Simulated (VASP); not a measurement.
# P (Fd-3m) in VASP: a series of runs

The runs below take P through single point, with PBE, HSE06.

All numbers are computed with VASP 6.6.1; they aren't measurements. Logs are shortened: lines on timing, memory, paths and dates and some standing lists are left out, and cuts for length are marked.

## 1. The cell of the first run

Symmetry: Fd-3m, No. 227, cubic system. The conventional cell has a = 5.478 Å, b = 5.478 Å, c = 5.478 Å, α = 90.00°, β = 90.00°, γ = 90.00°. P (site symmetry -43m) has 4 P at 2.37 Å within 3.1 Å.

## 2. Single point, PBE

INCAR

```
ALGO = Normal ; EDIFF = 1E-6
ENCUT = 520 ; GGA = PE
ISIF = 2 ; ISMEAR = -1
LASPH = True ; LCHARG = False
LREAL = False ; LWAVE = False
NBANDS = 12 ; NELM = 80
PREC = Accurate ; SIGMA = 0.1
```

KPOINTS

```
k-points
0
Gamma
  5 5 5
```

POSCAR

```
P
1.0
    0.0000000000      2.7391031705      2.7391031705
    2.7391031705      0.0000000000      2.7391031705
    2.7391031705      2.7391031705      0.0000000000
P
2
Direct
    0.1250000000      0.1250000000      0.1250000000
    0.8750000000      0.8750000000      0.8750000000
```

Potentials or basis: VASP PAW PBE potentials, release 64 (P).

Run with:

```
$ cat potpaw_PBE.64/P/POTCAR > POTCAR
$ mpirun -np 1 vasp_std > vasp.out
```

OUTCAR:

```text
EDIFF = 1E-6
   ENCUT = 520
   GGA = PE
   ISIF = 2
   ISMEAR = -1
   LASPH = True
   LREAL = False
   NELM = 80
   PREC = Accurate

 ion  position               nearest neighbor table
   1  0.125  0.125  0.125-   2 2.37   2 2.37   2 2.37   2 2.37
   2  0.875  0.875  0.875-   1 2.37   1 2.37   1 2.37   1 2.37

  LATTYP: Found a face centered cubic cell.
 ALAT       =     5.4782063410

  Lattice vectors:

 A1 = (   0.0000000000,   2.7391031705,   2.7391031705)
 A2 = (   2.7391031705,   0.0000000000,   2.7391031705)
 A3 = (   2.7391031705,   2.7391031705,   0.0000000000)

Analysis of symmetry for initial positions (statically):
=====================================================================
 Subroutine PRICEL returns:
 Original cell was already a primitive cell.

 Routine SETGRP: Setting up the symmetry group for a
 face centered cubic supercell.

 Subroutine GETGRP returns: Found 48 space group operations
 (whereof 12 operations were pure point group operations)
 out of a pool of 48 trial point group operations.

The static configuration has the point symmetry D_3d.
 The point group associated with its full space group is O_h .

Analysis of symmetry for dynamics (positions and initial velocities):
=====================================================================
 Subroutine PRICEL returns:
 Original cell was already a primitive cell.

 Routine SETGRP: Setting up the symmetry group for a
 face centered cubic supercell.

 Subroutine GETGRP returns: Found 48 space group operations
 (whereof 12 operations were pure point group operations)
 out of a pool of 48 trial point group operations.

The dynamic configuration has the point symmetry D_3d.
 The point group associated with its full space group is O_h .

 Subroutine INISYM returns: Found 48 space group operations
 (whereof 12 operations are pure point group operations),
 and found     1 'primitive' translations

----------------------------------------------------------------------------------------

                                     Primitive cell

  volume of cell :      41.1013

  direct lattice vectors                    reciprocal lattice vectors
     0.000000000  2.739103170  2.739103170    -0.182541499  0.182541499  0.182541499
     2.739103170  0.000000000  2.739103170     0.182541499 -0.182541499  0.182541499
     2.739103170  2.739103170  0.000000000     0.182541499  0.182541499 -0.182541499

  length of vectors
     3.873676852  3.873676852  3.873676852     0.316171152  0.316171152  0.316171152

  position of ions in fractional coordinates (direct lattice)
     0.125000000  0.125000000  0.125000000
     0.875000000  0.875000000  0.875000000

  ion indices of the primitive-cell ions
   primitive index   ion index
                 1           1
                 2           2

----------------------------------------------------------------------------------------

 KPOINTS: k-points

Automatic generation of k-mesh.
 Grid dimensions read from file:
 generate k-points for:    5    5    5

 Generating k-lattice:

  Cartesian coordinates                     Fractional coordinates (reciprocal lattice)
    -0.036508300  0.036508300  0.036508300     0.200000000  0.000000000  0.000000000
     0.036508300 -0.036508300  0.036508300     0.000000000  0.200000000  0.000000000
     0.036508300  0.036508300 -0.036508300     0.000000000  0.000000000  0.200000000

  Length of vectors
     0.063234230  0.063234230  0.063234230

  Shift w.r.t. Gamma in fractional coordinates (k-lattice)
     0.000000000  0.000000000  0.000000000

 Subroutine IBZKPT returns following result:
 ===========================================

 Found     10 irreducible k-points:

 Following reciprocal coordinates:
            Coordinates               Weight
  0.000000  0.000000  0.000000      1.000000
  0.200000  0.000000  0.000000      8.000000
  0.400000  0.000000  0.000000      8.000000
  0.200000  0.200000  0.000000      6.000000
  0.400000  0.200000  0.000000     24.000000
 -0.400000  0.200000  0.000000     24.000000
 -0.200000  0.200000  0.000000     12.000000
  0.400000  0.400000  0.000000      6.000000
 -0.400000  0.400000  0.000000     12.000000
 -0.400000  0.400000  0.200000     24.000000
   k-points           NKPTS =     10   k-points in BZ     NKDIM =     10   number of bands    NBANDS=     12
   number of dos      NEDOS =    301   number of ions     NIONS =      2
   total plane-waves  NPLWV =  27000
   dimension x,y,z NGX =    30 NGY =   30 NGZ =   30
   dimension x,y,z NGXF=    60 NGYF=   60 NGZF=   60
   ions per type =               2
   NGX,Y,Z   is equivalent  to a cutoff of  12.88, 12.88, 12.88 a.u.
   NGXF,Y,Z  is equivalent  to a cutoff of  25.75, 25.75, 25.75 a.u.
 SYSTEM =  unknown system
   PREC   = accura    normal or accurate (medium, high low for compatibility)
   ISTART =      0    job   : 0-new  1-cont  2-samecut
   ICHARG =      2    charge: 1-file 2-atom 10-const
   ISPIN  =      1    spin polarized calculation?
   LNONCOLLINEAR =      F non collinear calculations
   LSORBIT =      F    spin-orbit coupling
   LASPH  =      T    aspherical Exc in radial PAW
   ENCUT  =  520.0 eV  38.22 Ry    6.18 a.u.   7.20  7.20  7.20*2*pi/ulx,y,z
   NELM   =     80;   NELMIN=  2; NELMDL= -5     # of ELM steps
   EDIFF  = 0.1E-05   stopping-criterion for ELM
   LREAL  =      F    real-space projection
[... 7 lines left out ...]
   TEBEG  =    0.0;   TEEND  =   0.0 temperature during run
   PSTRESS=    0.0 pullay stress
   NELECT =      10.0000    total number of electrons
   NUPDOWN=      -1.0000    fix difference up-down
   EMIN   =  10.00;   EMAX   =-10.00  energy-range for DOS
   EFERMI =   0.00;   METHOD = LEGACY
   ISMEAR =    -1;   SIGMA  =   0.10  broadening in eV -4-tet -1-fermi 0-gaus
   EFERMI_NEDOS =   21; number of points for ismear=-14 and -15
   IALGO  =     38    algorithm
   IMIX   =      4    mixing-type and parameters
     AMIX     =   0.40;   BMIX     =  1.00
     AMIX_MAG =   1.60;   BMIX_MAG =  1.00
  volume/ion in A,a.u.               =      20.55       138.68
  Fermi-wavevector in a.u.,A,eV,Ry     =   1.022013  1.931325 14.211431  1.044511
  Thomas-Fermi vector in A             =   2.155669
   LORBIT       =      0    0 simple, 1 ext, 2 COOP (PROOUT), +10 PAW based schemes
   GGA     = PE    functional components
[... 5 lines left out ...]
 non-spin polarized calculation
  energy-cutoff  :      520.00
  volume of cell :       41.10
 maximum number of plane-waves:      1122
 NGX is ok and might be reduce to    30
   NGX = 15   NGY = 15   NGZ = 15

 number of electron      10.0000002 magnetization

 Free energy of the ion-electron system (eV)
  ---------------------------------------------------
  ext. energy  EPLUGINS =         0.00000000
  ---------------------------------------------------
  free energy    TOTEN  =        -9.72408683 eV

  energy without entropy =       -9.67698737  energy(sigma->0) =       -9.70053710

 E-fermi :   6.5319     XC(G=0):  -9.5311

 val. band max:        6.0284860402   @ k =   0.0000   0.0000   0.0000
 cond. band min:       6.7157989294   @ k =   0.4000   0.2000   0.0000
 fundamental gap:      0.6873128892
 Fermi energy:         6.5319051330

 k-point     1 :       0.0000    0.0000    0.0000
  band No.  band energies     occupation
      1      -9.0618      2.00000
      2       2.5108      2.00000
      3       2.8983      2.00000
      4       2.8983      2.00000
      5       2.8983      2.00000
      6       6.0285      1.98706
      7       6.0285      1.98706
      8       6.0285      1.98706
      9      11.9653      0.00000
     10      12.7640      0.00000
     11      12.7640      0.00000
     12      16.1678      0.00000

 k-point     2 :       0.2000    0.0000    0.0000
  band No.  band energies     occupation
      1      -8.6154      2.00000
      2      -0.6611      2.00000
      3       2.4346      2.00000
      4       2.4346      2.00000
      5       4.0769      2.00000
      6       6.7361      0.22964
      7       6.7361      0.22964
      8       7.6448      0.00003
      9      12.1768      0.00000
     10      12.1768      0.00000
     11      13.2652      0.00000
     12      15.5567      0.00000

 k-point     3 :       0.4000    0.0000    0.0000
  band No.  band energies     occupation
      1      -7.5139      2.00000
      2      -3.4362      2.00000
      3       1.9313      2.00000
      4       1.9313      2.00000
      5       3.6545      2.00000
      6       7.2617      0.00135
      7       7.2617      0.00135
      8      10.9455      0.00000
      9      13.3570      0.00000
     10      13.5083      0.00000
     11      13.5083      0.00000
     12      15.9626      0.00000
[... 76 lines left out ...]
 k-point     9 :      -0.4000    0.4000    0.0000
  band No.  band energies     occupation
      1      -5.7853      2.00000
      2      -5.1288      2.00000
      3      -0.1805      2.00000
      4       0.8111      2.00000
      5       4.9937      2.00000
      6       6.7661      0.17544
      7      10.5667      0.00000
      8      10.6395      0.00000
      9      11.9607      0.00000
     10      13.9179      0.00000
     11      15.7110      0.00000
     12      18.5702      0.00000

 k-point    10 :      -0.4000    0.4000    0.2000
  band No.  band energies     occupation
      1      -6.4110      2.00000
      2      -4.4037      2.00000
      3      -0.1389      2.00000
      4       0.6295      2.00000
      5       6.7626      0.18110
      6       6.8900      0.05420
      7       8.1977      0.00000
      8      10.2430      0.00000
      9      12.1455      0.00000
     10      13.4605      0.00000
     11      16.1569      0.00000
     12      18.0067      0.00000

------------------------ aborting loop because EDIFF is reached ----------------------------------------

  FORCE on cell =-STRESS in cart. coord.  units (eV):
  Direction    XX          YY          ZZ          XY          YZ          ZX
  --------------------------------------------------------------------------------------
  -------------------------------------------------------------------------------------
  Total       -0.0984944     -0.0984944     -0.0984944      0.0000000      0.0000000      0.0000000
  in kB       -3.8394323     -3.8394323     -3.8394323      0.0000000      0.0000000      0.0000000
  external PRESSURE =      -3.8394323 kB  Pullay stress =       0.0000000 kB

 VOLUME and BASIS-vectors are now :
 -----------------------------------------------------------------------------
  energy-cutoff  :      520.00
  volume of cell :       41.10
      direct lattice vectors                 reciprocal lattice vectors
     0.000000000  2.739103170  2.739103170    -0.182541499  0.182541499  0.182541499
     2.739103170  0.000000000  2.739103170     0.182541499 -0.182541499  0.182541499
     2.739103170  2.739103170  0.000000000     0.182541499  0.182541499 -0.182541499

 POSITION                                       TOTAL-FORCE (eV/Angst)
 -----------------------------------------------------------------------------------
      0.68478      0.68478      0.68478        -0.000000     -0.000000     -0.000000
      4.79343      4.79343      4.79343         0.000000      0.000000      0.000000
 -----------------------------------------------------------------------------------
    total drift:                               -0.000000      0.000000      0.000000

  FREE ENERGIE OF THE ION-ELECTRON SYSTEM (eV)
  ---------------------------------------------------
  free  energy   TOTEN  =        -9.7240868284 eV

  energy  without entropy=       -9.6769873658  energy(sigma->0) =       -9.70053710
```

It took 5 s on 1 thread of AMD EPYC 7R13 (Zen 3), shared host; peak memory 0.12 GiB.

Results:

```yaml
Free_energy: -9.7241 eV
Pressure: -0.4 GPa
Band_gap_on_the_k_mesh: zero (band 5 reaches 6.76 eV, above the bottom of band 6 at 5.33 eV)
```

Levels at points of the mesh, in eV from the Fermi level:
```csv
k point,band 3,band 4,band 5,band 6,band 7,band 8
"(0.00, 0.00, 0.00)",-3.63,-3.63,-3.63,-0.50,-0.50,-0.50
```

Caveat: the k points lie up to 0.40 Å⁻¹ apart.

## 3. Single point, HSE06

POSCAR is that of step 2.

INCAR.step1

```
  PREC = Accurate
  ENCUT = 520
  EDIFF = 1E-5
  ISMEAR = -1
  SIGMA = 0.1
  LREAL = F
  LASPH = T
  NELM = 80
  ALGO = Normal
  ISIF = 2
  LWAVE = T
  LCHARG = F
  NBANDS = 12
  GGA = PE
```

INCAR.step2

```
  PREC = Accurate
  ENCUT = 520
  EDIFF = 1E-6
  ISMEAR = -1
  SIGMA = 0.1
  LREAL = F
  LASPH = T
  NELM = 80
  ALGO = Normal
  ISIF = 2
  LWAVE = F
  LCHARG = F
  GGA = PE
  LHFCALC = T
  HFSCREEN = 0.2079
  PRECFOCK = Normal
  NBANDS = 12
  ISTART = 1
```

KPOINTS

```
Automatic mesh
0
Gamma
  5 5 5
```

Potentials or basis: VASP PAW PBE potentials, release 64 (P).

Run with:

```
$ cat potpaw_PBE.64/P/POTCAR > POTCAR
$ cp INCAR.step1 INCAR
$ mpirun -np 1 vasp_std > vasp.out
$ cp INCAR.step2 INCAR
$ mpirun -np 1 vasp_std > vasp.out
```

Wall time 7.4 min (1 thread of AMD EPYC 7R13 (Zen 3), shared host); peak memory 0.23 GiB.

It converged, with:

| Quantity | Value |
| --- | --- |
| Free energy | -11.4537 eV |
| Pressure | -2.3 GPa |
| Band gap on the k mesh | zero (band 5 reaches 6.91 eV, above the bottom of band 6 at 5.26 eV) |

Levels at points of the mesh, in eV from the Fermi level:
| k point | band 2 | band 3 | band 4 | band 5 | band 6 | band 7 | band 8 | band 9 |
| --- | --- | --- | --- | --- | --- | --- | --- | --- |
| (0.00, 0.00, 0.00) | -4.72 | -4.32 | -4.32 | -4.32 | -0.57 | -0.57 | -0.57 | 5.59 |

Caveat: the k points lie up to 0.40 Å⁻¹ apart; the PAW data sets were made with another functional, which shifts forces and pressure a little.

## 4. Single point, PBE

INCAR

```
PREC = Accurate
ENCUT = 520
EDIFF = 1E-6
ISMEAR = -1
SIGMA = 0.1
LREAL = False
LASPH = True
NELM = 100
ALGO = Normal
ISIF = 2
LWAVE = False
LCHARG = False
GGA = PE
NBANDS = 12
```

KPOINTS

```
Automatic mesh
0
Gamma
  10 10 10
```

POSCAR is that of step 3.

Potentials or basis: VASP PAW PBE potentials, release 64 (P).

Run with:

```
$ cat potpaw_PBE.64/P/POTCAR > POTCAR
$ mpirun -np 1 vasp_std > vasp.out
```

OUTCAR:

```text
PREC = Accurate
   ENCUT = 520
   EDIFF = 1E-6
   ISMEAR = -1
   LREAL = False
   LASPH = True
   NELM = 100
   ISIF = 2
   GGA = PE

 ion  position               nearest neighbor table
   1  0.125  0.125  0.125-   2 2.37   2 2.37   2 2.37   2 2.37
   2  0.875  0.875  0.875-   1 2.37   1 2.37   1 2.37   1 2.37

  LATTYP: Found a face centered cubic cell.
 ALAT       =     5.4782063410

  Lattice vectors:

 A1 = (   0.0000000000,   2.7391031705,   2.7391031705)
 A2 = (   2.7391031705,   0.0000000000,   2.7391031705)
 A3 = (   2.7391031705,   2.7391031705,   0.0000000000)
[... 538 lines left out ...]
      8       9.9335      0.00000
      9      12.4179      0.00000
     10      15.1676      0.00000
     11      15.2587      0.00000
     12      16.7534      0.00000

 [... further k-points ...]
[... 5 lines left out ...]
  --------------------------------------------------------------------------------------
  -------------------------------------------------------------------------------------
  Total       -0.0249463     -0.0249463     -0.0249463      0.0000000      0.0000000     -0.0000000
  in kB       -0.9724364     -0.9724364     -0.9724364      0.0000000      0.0000000     -0.0000000
  external PRESSURE =      -0.9724364 kB  Pullay stress =       0.0000000 kB

 VOLUME and BASIS-vectors are now :
 -----------------------------------------------------------------------------
  energy-cutoff  :      520.00
  volume of cell :       41.10
      direct lattice vectors                 reciprocal lattice vectors
     0.000000000  2.739103170  2.739103170    -0.182541499  0.182541499  0.182541499
     2.739103170  0.000000000  2.739103170     0.182541499 -0.182541499  0.182541499
     2.739103170  2.739103170  0.000000000     0.182541499  0.182541499 -0.182541499

 POSITION                                       TOTAL-FORCE (eV/Angst)
 -----------------------------------------------------------------------------------
      0.68478      0.68478      0.68478        -0.000000     -0.000000     -0.000000
      4.79343      4.79343      4.79343         0.000000      0.000000      0.000000
 -----------------------------------------------------------------------------------
    total drift:                               -0.000000      0.000000      0.000000

  FREE ENERGIE OF THE ION-ELECTRON SYSTEM (eV)
  ---------------------------------------------------
  free  energy   TOTEN  =        -9.6641914619 eV

  energy  without entropy=       -9.6191098993  energy(sigma->0) =       -9.64165068
```

OSZICAR:

```text
N       E                     dE             d eps       ncg     rms          rms(c)
DAV:   1     0.186308164260E+02    0.18631E+02   -0.41544E+03  1128   0.686E+02
DAV:   2    -0.858555431214E+01   -0.27216E+02   -0.25809E+02  1544   0.104E+02
DAV:   3    -0.970891030260E+01   -0.11234E+01   -0.11014E+01  1468   0.195E+01
DAV:   4    -0.971933501292E+01   -0.10425E-01   -0.10417E-01  1352   0.227E+00
DAV:   5    -0.971947420005E+01   -0.13919E-03   -0.13918E-03  1516   0.259E-01    0.738E+00
DAV:   6    -0.968319761820E+01    0.36277E-01   -0.12877E-02  1348   0.574E-01    0.439E+00
DAV:   7    -0.966418906085E+01    0.19009E-01   -0.25838E-02  1356   0.851E-01    0.798E-02
DAV:   8    -0.966418056625E+01    0.84946E-05   -0.15626E-03  1360   0.236E-01    0.313E-02
DAV:   9    -0.966418775473E+01   -0.71885E-05   -0.31124E-05  1380   0.380E-02    0.186E-02
DAV:  10    -0.966419159499E+01   -0.38403E-05   -0.36827E-06  1372   0.121E-02    0.364E-03
DAV:  11    -0.966419146188E+01    0.13311E-06   -0.33469E-07   828   0.360E-03
   1 F= -.96641915E+01 E0= -.96416507E+01  d E =-.450816E-01
```

stdout:

```text
POSCAR found type information on POSCAR P
 POSCAR found :  1 types and       2 ions
 scaLAPACK will be used
 LDA part: xc-table for (Slater+PW92), standard interpolation
 POSCAR, INCAR and KPOINTS ok, starting setup
 FFT: planning ... GRIDC
 FFT: planning ... GRID_SOFT
 FFT: planning ... GRID
 WAVECAR not read
 entering main loop
```

It took 18 s on 1 thread of Intel Xeon Platinum 8259CL at 2.50GHz (Skylake/Cascade Lake), shared host; peak memory 0.16 GiB.

What came out:

| Quantity | Value |
| --- | --- |
| Free energy | -9.6642 eV |
| Pressure | -0.1 GPa |
| Band gap on the k mesh | zero (band 5 reaches 6.91 eV, above the bottom of band 6 at 4.80 eV) |

Levels at points of the mesh, in eV from the Fermi level:
| k point | band 3 | band 4 | band 5 | band 6 | band 7 | band 8 |
| --- | --- | --- | --- | --- | --- | --- |
| (0.00, 0.00, 0.00) | -2.99 | -2.99 | -2.99 | 0.14 | 0.14 | 0.14 |
| (0.50, 0.00, 0.00) | -4.03 | -4.03 | -2.31 | 1.40 | 1.40 | 5.76 |
| (0.50, 0.50, 0.00) | -5.30 | -5.30 | -1.09 | -1.09 | 5.82 | 5.82 |

[end of part 1 of 2]
